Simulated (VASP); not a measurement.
Write the native input for VASP 6.6.1 that does the following.

```
Task                   : single point
Functional             : PBE
Potentials or basis    : VASP PAW PBE potentials, release 64 (Nb_sv, Sb)
Cutoff                 : 520 eV
k mesh                 : 10 × 10 × 10
Occupations            : gaussian, width 0.1 eV
Spin                   : no spin polarisation
Dipole correction      : no
Further INCAR settings : ALGO = Normal; EDIFF = 1e-06; NBANDS = 22
```

The structure of NbSb3 lies in POSCAR:

```
NbSb3
1.0
    4.5829834947      0.0000000000      0.0000000000
    0.0000000000      4.5829834947      0.0000000000
    0.0000000000      0.0000000000      4.5829834947
Nb Sb
1 3
Direct
    0.0000000000      0.0000000000      0.0000000000
    0.0000000000      0.5000000000      0.5000000000
    0.5000000000      0.0000000000      0.5000000000
    0.5000000000      0.5000000000      0.0000000000
```

The input as run:

INCAR

```
SYSTEM = NbSb3
PREC = Accurate
ENCUT = 520
EDIFF = 1E-6
ISMEAR = 0
SIGMA = 0.1
LREAL = .FALSE.
LASPH = .TRUE.
NELM = 80
ALGO = Normal
ISIF = 2
LWAVE = .FALSE.
LCHARG = .FALSE.
GGA = PE
NBANDS = 22
```

KPOINTS

```
Automatic mesh
0
G
  10 10 10
  0 0 0
```

Potentials or basis: VASP PAW PBE potentials, release 64 (Nb_sv, Sb).

Command:

```console
$ cat potpaw_PBE.64/Nb_sv/POTCAR potpaw_PBE.64/Sb/POTCAR > POTCAR
$ mpirun -np 1 vasp_std > vasp.out
```

It gave:

| Item | Value |
| --- | --- |
| Pressure | -0.1 GPa |
| Band gap on the k mesh | zero (bands 14 and 15 overlap by 0.90 eV) |

Caveat: spin-orbit coupling is left out, which moves the levels of the heavy elements.

Wall time 52 s on 1 thread of Intel(R) Xeon(R) Platinum 8488C (Sapphire Rapids), on a shared host, peak memory 0.27 GiB.
